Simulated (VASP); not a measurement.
C, 4 atoms in the cell. Symmetry: P6_3/mmc, No. 194, hexagonal system. Conventional cell: a = 2.498 Å, b = 2.498 Å, c = 4.223 Å, α = 90.00°, β = 90.00°, γ = 120.00°. Within 2.0 Å of C (site symmetry 3m) lie 4 C at 1.54 to 1.58 Å.  This cell differs from its parent crystal: strained cell.

* Program: VASP 6.6.1
* Task: single point
* Functional: PBEsol
* Potentials or basis: VASP PAW PBE potentials, release 64 (C)
* Cutoff: 520 eV
* k mesh: 9 × 9 × 6
* Occupations: gaussian, width 0.02 eV
* Spin: no spin polarisation
* Dipole correction: no
* Further INCAR settings: ALGO = Normal; EDIFF = 1e-07; NBANDS = 16

Potentials or basis: VASP PAW PBE potentials, release 64 (C).

Launch:

```bash
$ cat potpaw_PBE.64/C/POTCAR > POTCAR
$ mpirun -np 1 vasp_std > vasp.out
```

Hardware: 1 thread of Intel Xeon 8259CL, with other jobs on the host.

**Question.** Estimate the wall time of this run.

**Answer.** Wall time 18 s on 1 thread of Intel Xeon 8259CL, on a shared host, peak memory 0.13 GiB. Counts: scf iterations 12, k points 48.
